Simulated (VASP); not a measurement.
# BaS: electric field gradients with LDA

The system is BaS.

```
CELL_PARAMETERS angstrom
-0.06388 3.16181 3.16181
3.16181 -0.06388 3.16181
3.16181 3.16181 -0.06388
ATOMIC_POSITIONS crystal
Ba 0.00000 0.00000 0.00000
S 0.50000 0.50000 0.50000
```

This cell differs from its parent crystal: equal xy, yz and zx shear strains of -2 %.

- Program: VASP 6.6.1
- Task: electric field gradients
- Functional: LDA
- Potentials or basis: VASP PAW LDA potentials, release 64 (Ba_sv, S)
- Cutoff: 520 eV
- k mesh: 7 × 7 × 7
- Occupations: fermi-dirac, width 0.01 eV
- Spin: no spin polarisation
- Dipole correction: no
- Further INCAR settings: ALGO = Normal; EDIFF = 1e-08; NBANDS = 15

```
Pressure               : -1.8 GPa
Band gap on the k mesh : 1.91 eV, indirect (least direct gap 2.08 eV)
```

Stress tensor (GPa, compression positive):
```
-1.85  0.37  0.37
 0.37 -1.85  0.37
 0.37  0.37 -1.85
```

Levels at points of the mesh, in eV from the valence-band top:
```
           k point  band 5  band 6  band 7  band 8  band 9  band 10  band 11  band 12
(0.00, 0.00, 0.00)  -10.36   -0.07   -0.07    0.00    3.24     3.56     3.56     3.85
```

Electric field gradients, principal values (V/Å²):
```
atom   least  middle  greatest (by size)
1 Ba  -6.848  -6.848              13.695
 2 S   1.336   1.336              -2.673
```

It took 94 s on 1 thread of AMD EPYC 7R13 (shared host), peak memory 0.16 GiB.

Caveat: the cell differs from its parent crystal (equal xy, yz and zx shear strains of -2 %); without QUAD_EFG the Cq values of the log hold for a quadrupole moment of 1 mb, not for the nuclei; spin-orbit coupling is left out, which moves the levels of the heavy elements. A k mesh can miss the band edges.
